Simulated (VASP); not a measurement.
Mg: single point with LDA

Mg:

```
Mg
1.0
    -1.75314    1.75314    1.75314
     1.75314   -1.75314    1.75314
     1.75314    1.75314   -1.75314
Mg
1
Direct
  0.00000 0.00000 0.00000
```

| Item | Value |
| --- | --- |
| Program | VASP 6.6.1 |
| Task | single point |
| Functional | LDA |
| Potentials or basis | VASP PAW LDA potentials, release 64 (Mg) |
| Cutoff | 600 eV |
| k mesh | 8 × 8 × 8 |
| Occupations | gaussian, width 0.05 eV |
| Spin | no spin polarisation |

```
Pressure               : -0.4 GPa
Band gap on the k mesh : zero (band 1 reaches 6.82 eV, above the bottom of band 2 at 1.89 eV)
```

Levels at points of the mesh, in eV from the Fermi level:
| k point | band 1 | band 2 | band 3 | band 4 | band 5 |
| --- | --- | --- | --- | --- | --- |
| (0.00, 0.00, 0.00) | -7.05 | 13.51 | 13.51 | 13.51 | 15.67 |
| (0.50, 0.00, 0.00) | -1.39 | -0.78 | 9.01 | 9.84 | 10.76 |
| (0.50, 0.50, 0.50) | 4.16 | 4.16 | 4.16 | 4.25 | 4.25 |

Wall time 2.4 s on 1 thread of Intel(R) Xeon(R) Platinum 8488C (Sapphire Rapids), with other jobs on the host, peak memory 0.12 GiB.
